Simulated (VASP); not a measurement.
The system is Ta3AsAu2O13.

```
Ta As Au O
1.0
     5.45204    0.00000    0.00000
    -2.72602    4.72161    0.00000
     0.00000    0.00000    9.57902
Ta As Au O
3 1 2 13
Cartesian
  0.0000 0.0000 1.8591
  0.0000 0.0000 7.7199
  2.7260 1.5739 0.0000
  0.0000 0.0000 4.7895
  0.0000 3.1478 2.6273
  0.0000 3.1478 6.9517
  0.0000 0.0000 0.0000
  -1.3422 4.5861 3.4870
  -0.5745 1.2662 3.4870
  1.9167 3.5909 3.4870
  -1.3422 4.5861 6.0921
  -0.5745 1.2662 6.0921
  1.9167 3.5909 6.0921
  1.1852 1.5782 8.2230
  3.4927 0.2373 8.2230
  3.5002 2.9061 8.2230
  1.1852 1.5782 1.3560
  3.4927 0.2373 1.3560
  3.5002 2.9061 1.3560
```

Program: VASP 6.6.1. Alike in all runs: task single point; no spin polarisation; cell as given; cutoff (eV) 520; smearing fermi-dirac 0.05 eV.

Question: Order these runs on this cell by their pressure, lowest first.
A. level PBE; potentials or basis VASP PAW PBE potentials, release 64 (Ta_pv, As, Au, O); k mesh 3 × 3 × 2
B. level LDA; potentials or basis VASP PAW LDA potentials, release 64 (Ta_pv, As, Au, O); k mesh 4 × 4 × 2
C. level PBEsol; potentials or basis VASP PAW PBE potentials, release 64 (Ta_pv, As, Au, O); k mesh 4 × 4 × 2
D. level revPBE; potentials or basis VASP PAW PBE potentials, release 64 (Ta_pv, As, Au, O); k mesh 6 × 6 × 3

Answer: B (-10.2 GPa), C (-5.6 GPa), A (0.4 GPa), D (3.3 GPa).

Caveats: some runs use coarse meshes; the cell stands under tension (at least some runs); the PAW data sets were made with another functional, which shifts forces and pressure a little (at least some runs); the cell stands under pressure (at least some runs).
